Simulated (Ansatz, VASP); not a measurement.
## One calculation of Hf2NbN2, two programs

Contents of INCAR:

```
PREC = Accurate ; ENCUT = 600
EDIFF = 1E-6 ; ISMEAR = 0
SIGMA = 0.1 ; LREAL = False
LASPH = True ; NELM = 80
ALGO = Normal ; ISIF = 3
LWAVE = False ; LCHARG = False
GGA = PE ; IBRION = 2
NSW = 90 ; EDIFFG = -0.04
```

The input KPOINTS:

```
Automatic mesh
0
Gamma
  6 6 4
```

The input POSCAR:

```
Hf2NbN2
1.0
    4.1700925900      0.0000000000      0.0000000000
   -2.0850462900      3.6114061200      0.0000000000
    0.0000000000      0.0000000000      5.0022527600
Hf Nb N
2 1 2
Direct
    0.0000000000      0.0000000000      0.5000000000
    0.3333333300      0.6666666700      0.5000000000
    0.0000000000      0.0000000000      0.0000000000
    0.3333333300      0.6666666700      0.8204195300
    0.3333333300      0.6666666700      0.1795804700
```

Input for Ansatz:

```yaml
crystal:
  lattice:
    - [4.17009259, 0.0, 0.0]
    - [-2.08504629, 3.61140612, 0.0]
    - [0.0, 0.0, 5.00225276]
  atoms:
    - { symbol: Hf, position: [0.0, 0.0, 0.5] }
    - { symbol: Hf, position: [0.33333333, 0.66666667, 0.5] }
    - { symbol: Nb, position: [0.0, 0.0, 0.0] }
    - { symbol: "N", position: [0.33333333, 0.66666667, 0.82041953] }
    - { symbol: "N", position: [0.33333333, 0.66666667, 0.17958047] }
basis:
  ecutwfc: 420
kpoints:
  mp_grid: { grid: [6, 6, 4] }
hamiltonian:
  xc: pbe
scf:
  occupations: { method: gaussian, width: 0.1 }
  lower_state_search: "off"
output:
  forces: true
  stress: true
  eigenvalues: true
relax:
  adjacent_minimum: "off"
  f_tol: 0.04
  max_steps: 70
  cell: { stress_tol: 0.4 }
```

Alike in both runs: task relaxation of cell and atoms; functional PBE; k mesh 6 × 6 × 4; occupations gaussian, width 0.1 eV; no spin polarisation.

```csv
,VASP,Ansatz
version,VASP 6.6.1,Ansatz 0.2.0
potentials or method,"VASP PAW PBE potentials, release 64 (Hf_pv, Nb_sv, N), cutoff 600 eV","scalar-relativistic, plane waves, PAW"
valence electrons in the cell,43,75
```

Ansatz gave:

| Quantity | Value |
| --- | --- |
| gap on the k mesh at the Fermi level, each at its own relaxed structure (eV) | none |
| relaxed volume (Å³/atom) | 20.83 |
| relaxed cell length with the largest relative difference (Å) | 4.699 |

Which values does VASP return?

gap on the k mesh at the Fermi level, each at its own relaxed structure (eV): none; relaxed volume (Å³/atom): 20.66; relaxed cell length with the largest relative difference (Å): 4.685.

A gap of «none» marks a metal or a gap that the smearing closes. VASP's potentials hold 43 valence electrons a cell and Ansatz's 75, so a difference there can come from the potentials and not from the codes.

Neither program's run includes spin-orbit coupling. Noted on VASP's run: the volume moved by over 15 % at a fixed basis, so the end points are rough.
